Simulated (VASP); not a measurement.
# Ga4ICl3 (Im-3m) in VASP: density of states with PBE

Aim: the density of states of Ga4ICl3 with PBE.

Program: VASP 6.6.1. These are calculated values, not measurements. Logs are shortened: lines on timing, memory, paths and dates and some standing lists are left out, and cuts for length are marked.

### Step 1. The cell of the first run

Symmetry: Im-3m, No. 229, cubic system. Conventional cell: a = 7.568 Å, b = 7.568 Å, c = 7.568 Å, α = 90.00°, β = 90.00°, γ = 90.00°. Within 4.3 Å of Ga (site symmetry -3m) lie 2 I at 3.28 Å and 6 Cl at 3.28 Å and 6 Ga at 3.78 Å. I (site symmetry m-3m) has 8 Ga at 3.28 Å and 6 Cl at 3.78 Å within 4.3 Å. Cl (site symmetry 4/mmm) has 8 Ga at 3.28 Å and 2 I at 3.78 Å and 4 Cl at 3.78 Å within 4.3 Å.

### Step 2. Density of states, PBE

POSCAR

```
Ga4ICl3
1.0
   -3.7840126320      3.7840126320      3.7840126320
    3.7840126320     -3.7840126320      3.7840126320
    3.7840126320      3.7840126320     -3.7840126320
Ga I Cl
4 1 3
Direct
    0.5000000000      0.5000000000      0.5000000000
    0.0000000000      0.0000000000      0.5000000000
    0.0000000000      0.5000000000      0.0000000000
    0.5000000000      0.0000000000      0.0000000000
    0.0000000000      0.0000000000      0.0000000000
    0.5000000000      0.5000000000      0.0000000000
    0.5000000000      0.0000000000      0.5000000000
    0.0000000000      0.5000000000      0.5000000000
```

INCAR.step1

```
SYSTEM = Ga4ICl3
ALGO     = Normal         ! electronic algorithm
EDIFF    = 1E-6           ! SCF threshold, eV
ENCUT    = 520            ! plane-wave cutoff, eV
GGA      = PE             ! functional
ISIF     = 2              ! what is computed and relaxed
ISMEAR   = 0              ! smearing method
LASPH    = .True.         ! aspherical terms in the spheres
LCHARG   = .True.         ! write CHGCAR
LREAL    = .False.        ! projectors in reciprocal space
LWAVE    = .False.        ! write WAVECAR
NBANDS   = 50             ! bands
NELM     = 100            ! most SCF steps
PREC     = Accurate       ! precision mode
SIGMA    = 0.02           ! smearing width, eV
```

KPOINTS.step1

```
k-points
0
Gamma
  6 6 6
  0 0 0
```

INCAR.step2

```
SYSTEM = Ga4ICl3
ALGO     = Normal         ! electronic algorithm
EDIFF    = 1E-6           ! SCF threshold, eV
ENCUT    = 520            ! plane-wave cutoff, eV
GGA      = PE             ! functional
ICHARG   = 11             ! starting density
ISIF     = 2              ! what is computed and relaxed
ISMEAR   = -5             ! smearing method
LASPH    = .True.         ! aspherical terms in the spheres
LCHARG   = .False.        ! write CHGCAR
LORBIT   = 11             ! projections on sites
LREAL    = .False.        ! projectors in reciprocal space
LWAVE    = .False.        ! write WAVECAR
NEDOS    = 1001           ! points of the DOS
NELM     = 100            ! most SCF steps
PREC     = Accurate       ! precision mode
SIGMA    = 0.02           ! smearing width, eV
```

KPOINTS.step2

```
k-points
0
Gamma
  9 9 9
  0 0 0
```

Potentials or basis: VASP PAW PBE potentials, release 64 (Ga_d, I, Cl).

Launch:

```
$ cat potpaw_PBE.64/Ga_d/POTCAR potpaw_PBE.64/I/POTCAR potpaw_PBE.64/Cl/POTCAR > POTCAR
$ cp INCAR.step1 INCAR
$ cp KPOINTS.step1 KPOINTS
$ mpirun -np 1 vasp_std > vasp.out
$ cp INCAR.step2 INCAR
$ cp KPOINTS.step2 KPOINTS
$ mpirun -np 1 vasp_std > vasp.out
```

OUTCAR:

```text
SYSTEM = Ga4ICl3
   EDIFF = 1E-6
   ENCUT = 520
   GGA = PE
   ICHARG = 11
   ISIF = 2
   ISMEAR = -5
   LASPH = .True.
   LORBIT = 11
   LREAL = .False.
   NELM = 100
   PREC = Accurate

 ion  position               nearest neighbor table
   1  0.500  0.500  0.500-
   2  0.000  0.000  0.500-
   3  0.000  0.500  0.000-
   4  0.500  0.000  0.000-
   5  0.000  0.000  0.000-
   6  0.500  0.500  0.000-
   7  0.500  0.000  0.500-
   8  0.000  0.500  0.500-

  LATTYP: Found a body centered cubic cell.
 ALAT       =     7.5680252640

  Lattice vectors:

 A1 = (  -3.7840126320,   3.7840126320,   3.7840126320)
 A2 = (   3.7840126320,  -3.7840126320,   3.7840126320)
 A3 = (   3.7840126320,   3.7840126320,  -3.7840126320)

Analysis of symmetry for initial positions (statically):
=====================================================================
 Subroutine PRICEL returns:
 Original cell was already a primitive cell.

 Routine SETGRP: Setting up the symmetry group for a
 body centered cubic supercell.

 Subroutine GETGRP returns: Found 48 space group operations
 (whereof 48 operations were pure point group operations)
 out of a pool of 48 trial point group operations.

The static configuration has the point symmetry O_h .

Analysis of symmetry for dynamics (positions and initial velocities):
=====================================================================
 Subroutine PRICEL returns:
 Original cell was already a primitive cell.

 Routine SETGRP: Setting up the symmetry group for a
 body centered cubic supercell.

 Subroutine GETGRP returns: Found 48 space group operations
 (whereof 48 operations were pure point group operations)
 out of a pool of 48 trial point group operations.

The dynamic configuration has the point symmetry O_h .

 Subroutine INISYM returns: Found 48 space group operations
 (whereof 48 operations are pure point group operations),
 and found     1 'primitive' translations

----------------------------------------------------------------------------------------

                                     Primitive cell

  volume of cell :     216.7293

  direct lattice vectors                    reciprocal lattice vectors
    -3.784012632  3.784012632  3.784012632     0.000000000  0.132134865  0.132134865
     3.784012632 -3.784012632  3.784012632     0.132134865  0.000000000  0.132134865
     3.784012632  3.784012632 -3.784012632     0.132134865  0.132134865  0.000000000

  length of vectors
     6.554102135  6.554102135  6.554102135     0.186866919  0.186866919  0.186866919

  position of ions in fractional coordinates (direct lattice)
     0.500000000  0.500000000  0.500000000
     0.000000000  0.000000000  0.500000000
     0.000000000  0.500000000  0.000000000
     0.500000000  0.000000000  0.000000000
     0.000000000  0.000000000  0.000000000
     0.500000000  0.500000000  0.000000000
     0.500000000  0.000000000  0.500000000
     0.000000000  0.500000000  0.500000000

  ion indices of the primitive-cell ions
   primitive index   ion index
                 1           1
                 2           2
                 3           3
                 4           4
                 5           5
                 6           6
                 7           7
                 8           8

----------------------------------------------------------------------------------------

 KPOINTS: k-points

Automatic generation of k-mesh.
 Grid dimensions read from file:
 generate k-points for:    9    9    9

 Generating k-lattice:

  Cartesian coordinates                     Fractional coordinates (reciprocal lattice)
     0.000000000  0.014681652  0.014681652     0.111111111  0.000000000  0.000000000
     0.014681652  0.000000000  0.014681652     0.000000000  0.111111111  0.000000000
     0.014681652  0.014681652  0.000000000     0.000000000  0.000000000  0.111111111

  Length of vectors
     0.020762991  0.020762991  0.020762991

  Shift w.r.t. Gamma in fractional coordinates (k-lattice)
     0.000000000  0.000000000  0.000000000

 TETIRR: Found    774 inequivalent tetrahedra from     4374

 Subroutine IBZKPT returns following result:
 ===========================================

 Found     35 irreducible k-points:

 Following reciprocal coordinates:
            Coordinates               Weight
  0.000000  0.000000  0.000000      1.000000
  0.111111  0.000000  0.000000     12.000000
  0.222222  0.000000  0.000000     12.000000
  0.333333  0.000000  0.000000     12.000000
  0.444444  0.000000  0.000000     12.000000
  0.111111  0.111111  0.000000     24.000000
[... 16 lines left out ...]
 -0.333333  0.444444  0.111111     48.000000
 -0.444444 -0.444444  0.111111     24.000000
 [... further k-points ...]
   k-points           NKPTS =     35   k-points in BZ     NKDIM =     35   number of bands    NBANDS=     48
   number of dos      NEDOS =   1001   number of ions     NIONS =      8
   total plane-waves  NPLWV = 125000
   dimension x,y,z NGX =    50 NGY =   50 NGZ =   50
   dimension x,y,z NGXF=   100 NGYF=  100 NGZF=  100
   ions per type =               4   1   3
   NGX,Y,Z   is equivalent  to a cutoff of  12.68, 12.68, 12.68 a.u.
   NGXF,Y,Z  is equivalent  to a cutoff of  25.37, 25.37, 25.37 a.u.
 SYSTEM =  Ga4ICl3
   PREC   = accura    normal or accurate (medium, high low for compatibility)
   ISTART =      0    job   : 0-new  1-cont  2-samecut
   ICHARG =     11    charge: 1-file 2-atom 10-const
   ISPIN  =      1    spin polarized calculation?
   LNONCOLLINEAR =      F non collinear calculations
   LSORBIT =      F    spin-orbit coupling
   LASPH  =      T    aspherical Exc in radial PAW
   ENCUT  =  520.0 eV  38.22 Ry    6.18 a.u.  12.19 12.19 12.19*2*pi/ulx,y,z
   NELM   =    100;   NELMIN=  2; NELMDL=  0     # of ELM steps
   EDIFF  = 0.1E-05   stopping-criterion for ELM
   LREAL  =      F    real-space projection
   EDIFFG = 0.1E-04   stopping-criterion for IOM
   NSW    =      0    number of steps for IOM
   IBRION =     -1    ionic relax: 0-MD 1-quasi-New 2-CG
   NFREE  =      0    steps in history (QN), initial steepest desc. (CG)
   ISIF   =      2    stress and relaxation
   ISYM   =      2    0-nonsym 1-usesym 2-fastsym
   POTIM  = 0.5000    time-step for ionic-motion
   TEBEG  =    0.0;   TEEND  =   0.0 temperature during run
   PSTRESS=    0.0 pullay stress
   NELECT =      80.0000    total number of electrons
   NUPDOWN=      -1.0000    fix difference up-down
   EMIN   =  10.00;   EMAX   =-10.00  energy-range for DOS
   EFERMI =   0.00;   METHOD = LEGACY
   ISMEAR =    -5;   SIGMA  =   0.02  broadening in eV -4-tet -1-fermi 0-gaus
   EFERMI_NEDOS =   21; number of points for ismear=-14 and -15
   IALGO  =     38    algorithm
   IMIX   =      4    mixing-type and parameters
     AMIX     =   0.40;   BMIX     =  1.00
     AMIX_MAG =   1.60;   BMIX_MAG =  1.00
  volume/ion in A,a.u.               =      27.09       182.82
  Fermi-wavevector in a.u.,A,eV,Ry     =   1.174354  2.219207 18.763884  1.379107
  Thomas-Fermi vector in A             =   2.310752
   LORBIT       =     11    0 simple, 1 ext, 2 COOP (PROOUT), +10 PAW based schemes
   GGA     = PE    functional components
   LHFCALC =     F    Hartree Fock is set to
   AEXX    =    0.0000 exact exchange contribution
   IVDW    =     0    specifies the selected vdW correction
   LEPSILON=     F    determine dielectric tensor
   LRPA    =     F    only Hartree local field effects (RPA)
 non-spin polarized calculation
 Fermi weights with tetrahedron method with Bloechl corrections
  energy-cutoff  :      520.00
  volume of cell :      216.73
 maximum number of plane-waves:      5895
 NGX is ok and might be reduce to    50

 number of electron      80.0000074 magnetization

 Free energy of the ion-electron system (eV)
  ---------------------------------------------------
  ext. energy  EPLUGINS =         0.00000000
  ---------------------------------------------------
  free energy    TOTEN  =       -22.67675918 eV

  energy without entropy =      -22.67675918  energy(sigma->0) =      -22.67675918

 E-fermi :   2.3371     XC(G=0):  -8.9822

 val. band max:        2.3206761414   @ k =  -0.4444   0.4444   0.4444
 cond. band min:       3.7088323745   @ k =  -0.4444   0.4444   0.4444
 fundamental gap:      1.3881562331
 Fermi energy:         2.3371434830

 k-point     1 :       0.0000    0.0000    0.0000
  band No.  band energies     occupation
      1     -11.9001      2.00000
      2     -11.9001      2.00000
      3     -11.8889      2.00000
      4     -11.7997      2.00000
      5     -11.7997      2.00000
      6     -11.7851      2.00000
[... 40 lines left out ...]
     47       8.1732      0.00000
     48       8.3972      0.00000

 k-point     2 :       0.1111    0.0000    0.0000
  band No.  band energies     occupation
      1     -11.8960      2.00000
      2     -11.8950      2.00000
      3     -11.8813      2.00000
      4     -11.7992      2.00000
      5     -11.7984      2.00000
      6     -11.7856      2.00000
[... 40 lines left out ...]
     47       7.9025      0.00000
     48       8.1369      0.00000

 k-point     3 :       0.2222    0.0000    0.0000
  band No.  band energies     occupation
      1     -11.8845      2.00000
      2     -11.8812      2.00000
      3     -11.8632      2.00000
      4     -11.7978      2.00000
      5     -11.7947      2.00000
      6     -11.7871      2.00000
[... 1060 lines left out ...]
     47       6.2551      0.00000
     48       6.7583      0.00000

 k-point    24 :      -0.4444   -0.4444    0.1111
  band No.  band energies     occupation
      1     -11.8402      2.00000
      2     -11.8295      2.00000
      3     -11.8292      2.00000
      4     -11.7933      2.00000
      5     -11.7932      2.00000
      6     -11.7906      2.00000
[... 40 lines left out ...]
     47       6.0212      0.00000
     48       6.8551      0.00000

 [... further k-points ...]
[... 5 lines left out ...]
  --------------------------------------------------------------------------------------
  -------------------------------------------------------------------------------------
  Total       -0.0355815     -0.0355815     -0.0355815     -0.0000000     -0.0000000      0.0000000
  in kB       -0.2630374     -0.2630374     -0.2630374     -0.0000000     -0.0000000      0.0000000
  external PRESSURE =      -0.2630374 kB  Pullay stress =       0.0000000 kB

 VOLUME and BASIS-vectors are now :
 -----------------------------------------------------------------------------
  energy-cutoff  :      520.00
  volume of cell :      216.73
      direct lattice vectors                 reciprocal lattice vectors
    -3.784012632  3.784012632  3.784012632     0.000000000  0.132134865  0.132134865
     3.784012632 -3.784012632  3.784012632     0.132134865  0.000000000  0.132134865
     3.784012632  3.784012632 -3.784012632     0.132134865  0.132134865  0.000000000

 POSITION                                       TOTAL-FORCE (eV/Angst)
 -----------------------------------------------------------------------------------
      1.89201      1.89201      1.89201        -0.000000      0.000000      0.000000
      1.89201      1.89201     -1.89201        -0.000000      0.000000      0.000000
      1.89201     -1.89201      1.89201        -0.000000      0.000000     -0.000000
     -1.89201      1.89201      1.89201        -0.000000     -0.000000      0.000000
      0.00000      0.00000      0.00000        -0.000000     -0.000000     -0.000000
      0.00000      0.00000      3.78401         0.000000     -0.000000     -0.000000
      0.00000      3.78401      0.00000         0.000000     -0.000000     -0.000000
      3.78401      0.00000      0.00000         0.000000      0.000000      0.000000
 -----------------------------------------------------------------------------------
    total drift:                                0.000000     -0.000000      0.000000

  FREE ENERGIE OF THE ION-ELECTRON SYSTEM (eV)
  ---------------------------------------------------
  free  energy   TOTEN  =       -22.6767591813 eV

  energy  without entropy=      -22.6767591813  energy(sigma->0) =      -22.67675918

 total charge

# of ion       s       p       d       tot
------------------------------------------
    1        1.262   0.148   9.932  11.342
    2        1.262   0.148   9.932  11.342
    3        1.262   0.148   9.932  11.342
    4        1.262   0.148   9.932  11.342
    5        1.522   2.761   0.021   4.305
    6        1.605   3.478   0.000   5.082
    7        1.605   3.478   0.000   5.082
    8        1.605   3.478   0.000   5.082
--------------------------------------------------
tot         11.384  13.787  39.750  64.921
```

It took 17 min on 1 thread of Oxide Virtual Turin-like, shared host; peak memory 0.49 GiB.

Results:

| Property | Result |
| --- | --- |
| Valence electrons inside the program's atomic spheres | Ga 11.34; I 4.30; Cl 5.08 |

Levels at points of the mesh, in eV from the valence-band top:
```csv
k point,band 37,band 38,band 39,band 40,band 41,band 42,band 43,band 44
"(0.00, 0.00, 0.00)",-1.84,-1.12,-1.12,-1.12,3.91,3.91,3.91,4.77
```

Caveat: spin-orbit coupling is left out, which moves the levels of the heavy elements.
